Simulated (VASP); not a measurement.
Set up this calculation in VASP 6.6.1, as the native input.

- Task: relaxation of cell and atoms
- Functional: r2SCAN
- Potentials or basis: VASP PAW PBE potentials, release 64 (Hf_pv)
- Cutoff: 550 eV
- k mesh: 10 × 10 × 10
- Occupations: fermi-dirac, width 0.1 eV
- Spin: no spin polarisation
- Target pressure: 20 GPa
- Dipole correction: no
- Further INCAR settings: ALGO = Normal; EDIFF = 1e-07; IBRION = 2; EDIFFG = -0.02; NSW = 80; ISIF = 3

Hf:

```
Hf
1.0
    -1.77500    1.77500    1.77500
     1.77500   -1.77500    1.77500
     1.77500    1.77500   -1.77500
Hf
1
Direct
  0.00000 0.00000 0.00000
```

This isn't the form of Hf at room conditions, which is hcp.

One way to write it, as run:

POSCAR

```
Hf
1.0
   -1.7750000000      1.7750000000      1.7750000000
    1.7750000000     -1.7750000000      1.7750000000
    1.7750000000      1.7750000000     -1.7750000000
Hf
1
Direct
    0.0000000000      0.0000000000      0.0000000000
```

INCAR.step1

```
PREC = Accurate
ENCUT = 550
ISMEAR = -1
SIGMA = 0.1
LREAL = False
LASPH = True
NELM = 120
GGA = PE
ALGO = Normal
EDIFF = 1E-5
LWAVE = True
LCHARG = False
GGA_COMPAT = False
IBRION = 2
ISIF = 3
EDIFFG = -0.005
NELMIN = 4
NSW = 100
```

INCAR.step2

```
PREC = Accurate
ENCUT = 550
EDIFF = 1E-7
ISMEAR = -1
SIGMA = 0.1
LREAL = False
LASPH = True
NELM = 120
ALGO = Normal
ISIF = 3
LWAVE = False
LCHARG = False
METAGGA = R2SCAN
LMIXTAU = True
IBRION = 2
NSW = 80
EDIFFG = -0.02
PSTRESS = 200.0
ISTART = 1
GGA_COMPAT = False
NELMIN = 4
```

KPOINTS

```
regular mesh
0
Gamma
  10 10 10
```

Potentials or basis: VASP PAW PBE potentials, release 64 (Hf_pv).

The run is started by

```bash
$ cat potpaw_PBE.64/Hf_pv/POTCAR > POTCAR
$ cp INCAR.step1 INCAR
$ mpirun -np 1 vasp_std > vasp.out
$ cp INCAR.step2 INCAR
$ mpirun -np 1 vasp_std > vasp.out
```

Results of the run:

```json
{
 "Relaxed volume": "18.96 Å³/atom",
 "Relaxed cell": "a = 2.909 Å, b = 2.909 Å, c = 2.909 Å, α = 109.47°, β = 109.47°, γ = 109.47°",
 "Space group after relaxing (to 0.1 Å)": "Im-3m (No. 229)",
 "Energy change on relaxing (the run minimises the enthalpy)": "+182.3 meV/atom",
 "Ionic steps": "5",
 "Pressure after relaxing": "20.2 GPa",
 "Band gap on the k mesh": "zero (bands 5 and 6 overlap by 2.82 eV)"
}
```

Caveat: the cell is relaxed towards a set pressure, so the run minimises the enthalpy, not the energy; the volume moved by over 15 % at a fixed basis, so the end points are rough; the PAW data sets were made with another functional, which shifts forces and pressure a little; spin-orbit coupling is left out, which moves the levels of the heavy elements.

It took 99 s on 1 thread of Intel(R) Xeon(R) Platinum 8488C (Sapphire Rapids) (shared host), peak memory 0.16 GiB.
